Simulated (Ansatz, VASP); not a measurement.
# BaF2 in VASP and in Ansatz

Contents of INCAR:

```
SYSTEM = BaF2
PREC = Accurate ; ENCUT = 520
EDIFF = 1E-8 ; ISMEAR = -1
SIGMA = 0.01 ; LREAL = .FALSE.
LASPH = .TRUE. ; NELM = 120
ALGO = Normal ; ISIF = 2
LWAVE = .FALSE. ; LCHARG = .FALSE.
GGA = CA ; LEFG = .TRUE.
NBANDS = 19 ; GGA_COMPAT = .FALSE.
```

Contents of KPOINTS:

```
regular mesh
0
G
  8 8 8
  0 0 0
```

POSCAR

```
BaF2
1.0
    0.0000000000      3.1408448098      3.1408448098
    3.1408448098      0.0000000000      3.1408448098
    3.1408448098      3.1408448098      0.0000000000
Ba F
1 2
Direct
    0.0000000000      0.0000000000      0.0000000000
    0.2500000000      0.2500000000      0.2500000000
    0.7500000000      0.7500000000      0.7500000000
```

Input for Ansatz:

```yaml
crystal:
  lattice:
    - [0.0, 3.1408448098, 3.1408448098]
    - [3.1408448098, 0.0, 3.1408448098]
    - [3.1408448098, 3.1408448098, 0.0]
  atoms:
    - { symbol: Ba, position: [0.0, 0.0, 0.0] }
    - { symbol: F, position: [0.25, 0.25, 0.25] }
    - { symbol: F, position: [0.75, 0.75, 0.75] }
kpoints:
  mp_grid: { grid: [8, 8, 8] }
scf:
  occupations: { method: fermi_dirac, width: 0.01 }
hamiltonian:
  xc: lda
  pseudopotentials: { kind: paw }
output:
  forces: true
  stress: true
  eigenvalues: true
  efg: { contact_densities: true }
```

Change from the starting cell: volume scaled by 1.04, PAW files.

Alike in both runs: task electric field gradients; functional LDA; k mesh 8 × 8 × 8; occupations fermi-dirac, width 0.01 eV; no spin polarisation.

```csv
,VASP,Ansatz
version,VASP 6.6.1,Ansatz 0.2.0
potentials or method,"VASP PAW LDA potentials, release 64 (Ba_sv, F)","PAW with Ansatz's default frozen-core files, scalar-relativistic"
plane-wave cutoff (eV),520,420
valence electrons in the cell,24,24
```

Ansatz gave:

| Property | Result |
| --- | --- |
| gap on the k mesh at the Fermi level (eV) | 6.29 |
| pressure (GPa) | -6.3 |

Q: Estimate VASP's values.

A: gap on the k mesh at the Fermi level (eV): 6.23; pressure (GPa): -5.3.

LDA's correlation is that of Perdew and Zunger in VASP and of Perdew and Wang (1992) in Ansatz.

Spin-orbit coupling is off throughout.
